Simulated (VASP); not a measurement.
Wanted: the native input for a VASP 6.6.1 run.

| Item | Value |
| --- | --- |
| Task | single point |
| Functional | PBEsol |
| Potentials or basis | VASP PAW PBE potentials, release 64 (Ta_pv, Si) |
| Cutoff | 520 eV |
| k mesh | 6 × 6 × 1 |
| Occupations | gaussian, width 0.1 eV |
| Spin | no spin polarisation |
| Dipole correction | yes |
| Further INCAR settings | ALGO = Normal; EDIFF = 1e-06; NBANDS = 56 |

The structure of Ta8Si lies in POSCAR:

```
Ta8Si
1.0
    4.6393552032      0.0000000000      0.0000000000
   -2.3196776016      4.0177994631      0.0000000000
    0.0000000000      0.0000000000     25.6290309069
Ta Si
8 1
Direct
    0.6666666667      0.3333333333      0.3316551465
    0.3333333333      0.6666666666      0.3686056039
    0.0000000000      0.0000000000      0.4055560613
    0.6666666667      0.3333333333      0.4425065188
    0.3353538695      0.6676769347      0.4783199849
   -0.0030184073     -0.0015092037      0.5175407583
    0.6641630848      0.3320815424      0.5495845408
    0.3799910529      0.6899955264      0.5878667554
   -0.1719159545      0.4140420227      0.6403726814
```

One way to write it, as run:

INCAR

```
PREC = Accurate ; ENCUT = 520
EDIFF = 1E-6 ; ISMEAR = 0
SIGMA = 0.1 ; LREAL = False
LASPH = True ; NELM = 60
ALGO = Normal ; ISIF = 2
LWAVE = False ; LCHARG = False
LDIPOL = True ; IDIPOL = 3
DIPOL = 0.5 0.5 0.480 ; GGA = PS
NBANDS = 56
```

KPOINTS

```
regular mesh
0
Gamma
  6 6 1
```

Potentials or basis: VASP PAW PBE potentials, release 64 (Ta_pv, Si).

Run with:

```console
$ cat potpaw_PBE.64/Ta_pv/POTCAR potpaw_PBE.64/Si/POTCAR > POTCAR
$ mpirun -np 1 vasp_std > vasp.out
```

It gave:

The largest force is 2.169 eV/Å and the band gap on the k mesh is zero (bands 46 and 47 overlap by 0.21 eV).

Caveat: the PAW data sets were made with another functional, which shifts forces and pressure a little; spin-orbit coupling is left out, which moves the levels of the heavy elements.

It took 15 min on 1 thread of Intel(R) Xeon(R) Platinum 8488C (Sapphire Rapids) (shared host), peak memory 0.7 GiB.
